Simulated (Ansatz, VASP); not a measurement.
## One calculation of K, two programs

File INCAR:

```
SYSTEM = K
PREC = Accurate ; ENCUT = 520
EDIFF = 1E-6 ; ISMEAR = -1
SIGMA = 0.08 ; LREAL = .FALSE.
LASPH = .TRUE. ; NELM = 80
ALGO = Normal ; ISIF = 2
LWAVE = .FALSE. ; LCHARG = .FALSE.
GGA = PE ; NBANDS = 10
```

Contents of KPOINTS:

```
Automatic mesh
0
G
  10 10 9
  0 0 0
```

File POSCAR:

```
K
1.0
    3.8377823293      0.0000000000      0.0000000000
   -1.9188911646      3.3236169914      0.0000000000
    0.0000000000      0.0000000000      3.6075153896
K
1
Direct
    0.0000000000      0.0000000000      0.0000000000
```

Input for Ansatz:

```yaml
crystal:
  lattice:
    - [3.8377823293, 0.0, 0.0]
    - [-1.9188911646, 3.3236169914, 0.0]
    - [0.0, 0.0, 3.6075153896]
  atoms:
    - { symbol: K, position: [0.0, 0.0, 0.0] }
kpoints:
  mp_grid: { grid: [10, 10, 9] }
scf:
  occupations: { method: fermi_dirac, width: 0.08 }
hamiltonian:
  xc: pbe
  pseudopotentials: { kind: paw }
output:
  forces: true
  stress: true
  eigenvalues: true
  populations: true
```

Change from the starting cell: volume scaled by 0.6, PAW files.

Alike in both runs: task single point; functional PBE; k mesh 10 × 10 × 9; occupations fermi-dirac, width 0.08 eV; no spin polarisation.

|  | VASP | Ansatz |
| --- | --- | --- |
| version | VASP 6.6.1 | Ansatz 0.2.0 |
| potentials or method | VASP PAW PBE potentials, release 64 (K_sv) | PAW with Ansatz's default frozen-core files, scalar-relativistic |
| plane-wave cutoff (eV) | 520 | 420 |
| valence electrons in the cell | 9 | 9 |

Ansatz gave:

* pressure (GPa): 4.2
* traceless stress, the component that is largest in VASP (GPa): -0.21

Question: Which values does VASP return?

Answer: Pressure (GPa): 4.1; traceless stress, the component that is largest in VASP (GPa): -0.21.

The functional is the same, so the differences come from potentials, cutoffs and numerics.
